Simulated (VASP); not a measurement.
Input of a VASP 6.6.1 run:

The input POSCAR:

```
TiO2
1.0
    2.5505206262     -2.5505263665     -0.0201584547
    2.5505206262      2.5505263665     -0.0201584547
   -2.5161299842      0.0000000000      4.8501018565
Ti O
2 4
Direct
    0.1249948851      0.8750051149      0.2500000000
    0.8750051149      0.1249948851      0.7500000000
    0.3311340192      0.0811285959      0.6622697772
    0.6688659808      0.9188714041      0.3377302228
    0.9188714041      0.6688659808      0.8377302228
    0.0811285959      0.3311340192      0.1622697772
```

INCAR.step1

```
PREC = Accurate
ENCUT = 520
ISMEAR = 0
SIGMA = 0.05
LREAL = False
LASPH = True
NELM = 150
LMAXMIX = 4
LDAU = True
LDAUTYPE = 2
LDAUL = 2 -1
LDAUU = 4 0
LDAUJ = 0 0
NBANDS = 33
GGA = PE
ALGO = Normal
EDIFF = 1E-4
LWAVE = True
LCHARG = False
```

File INCAR.step2:

```
PREC = Accurate
ENCUT = 520
EDIFF = 1E-6
ISMEAR = 0
SIGMA = 0.05
LREAL = False
LASPH = True
NELM = 150
ALGO = Normal
ISIF = 2
LWAVE = False
LCHARG = True
LMAXMIX = 4
LDAU = True
LDAUTYPE = 2
LDAUL = 2 -1
LDAUU = 4 0
LDAUJ = 0 0
LDAUPRINT = 1
METAGGA = R2SCAN
LMIXTAU = True
LELF = True
LVHAR = True
NBANDS = 33
ISTART = 1
```

KPOINTS

```
Automatic mesh
0
Gamma
  6 6 6
```

Potentials or basis: VASP PAW PBE potentials, release 64 (Ti_sv, O).

The run is started by

```console
$ cat potpaw_PBE.64/Ti_sv/POTCAR potpaw_PBE.64/O/POTCAR > POTCAR
$ cp INCAR.step1 INCAR
$ mpirun -np 1 vasp_std > vasp.out
$ cp INCAR.step2 INCAR
$ mpirun -np 1 vasp_std > vasp.out
```

Question: Predict the pressure.

Answer: 35.6 GPa.

Question: What does it give for the band gap on the k mesh?

Answer: 3.63 eV (least direct gap 3.95 eV).

Question: Estimate the largest force.

Answer: 0.134 eV/Å.

Stress tensor (GPa, compression positive):
```
42.68  0.00 -0.06
 0.00 42.69  0.00
-0.06  0.00 21.56
```

Caveat: the cell differs from its parent crystal (strain -0.050 along x and y, +0.000 along z); the stress differs along the axes, from 22 to 43 GPa; the PAW data sets were made with another functional, which shifts forces and pressure a little. A k mesh can miss the band edges.
